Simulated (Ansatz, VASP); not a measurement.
**Two plane-wave programs on Sn**

INCAR

```
PREC     = Accurate       # precision mode
ENCUT    = 520            # plane-wave cutoff, eV
EDIFF    = 1E-8           # SCF threshold, eV
ISMEAR   = -1             # smearing method
SIGMA    = 0.03           # smearing width, eV
LREAL    = False          # projectors in reciprocal space
LASPH    = True           # aspherical terms in the spheres
NELM     = 60             # most SCF steps
ALGO     = Normal         # electronic algorithm
ISIF     = 2              # what is computed and relaxed
LWAVE    = False          # write WAVECAR
LCHARG   = False          # write CHGCAR
GGA      = CA             # functional
LEFG     = True         
NBANDS   = 21             # bands
```

KPOINTS

```
regular mesh
0
Gamma
  9 9 9
```

The input POSCAR:

```
Sn
1.0
   -0.0973680000      3.1969160000      3.1969160000
    3.1969160000     -0.0973680000      3.1969160000
    3.1969160000      3.1969160000     -0.0973680000
Sn
2
Direct
    0.5000000000      0.5000000000      0.5000000000
    0.7500000000      0.7500000000      0.7500000000
```

Input for Ansatz:

```yaml
crystal:
  lattice:
    - [-0.097368, 3.196916, 3.196916]
    - [3.196916, -0.097368, 3.196916]
    - [3.196916, 3.196916, -0.097368]
  atoms:
    - { symbol: Sn, position: [0.5, 0.5, 0.5] }
    - { symbol: Sn, position: [0.75, 0.75, 0.75] }
kpoints:
  mp_grid: { grid: [9, 9, 9] }
scf:
  occupations: { method: fermi_dirac, width: 0.03 }
hamiltonian:
  xc: lda
  pseudopotentials: { kind: paw }
output:
  forces: true
  stress: true
  eigenvalues: true
  efg: { contact_densities: true }
```

Change from the starting cell: equal xy, yz and zx shear strains of -3 %, PAW files.

Alike in both runs: task electric field gradients; functional LDA; k mesh 9 × 9 × 9; occupations fermi-dirac, width 0.03 eV; no spin polarisation.

|  | VASP | Ansatz |
| --- | --- | --- |
| version | VASP 6.6.1 | Ansatz 0.2.0 |
| potentials or method | VASP PAW LDA potentials, release 64 (Sn_d) | PAW with Ansatz's default frozen-core files, scalar-relativistic |
| plane-wave cutoff (eV) | 520 | 420 |
| valence electrons in the cell | 28 | 28 |

```tsv
	VASP	Ansatz	Ansatz less VASP
pressure (GPa)	-0.2	-0.2	0.00
traceless stress, the component that is largest in VASP (GPa)	1.61	1.60	-0.011
rms of the force components (eV/Å)	0.302	0.300	-0.0024
size of Vzz on the site where it differs most (V/Å²)	47.2	44.5	-2.71
```

LDA's correlation is that of Perdew and Zunger in VASP and of Perdew and Wang (1992) in Ansatz. Atom by atom the forces differ by 0.002 eV/Å (rms over components).
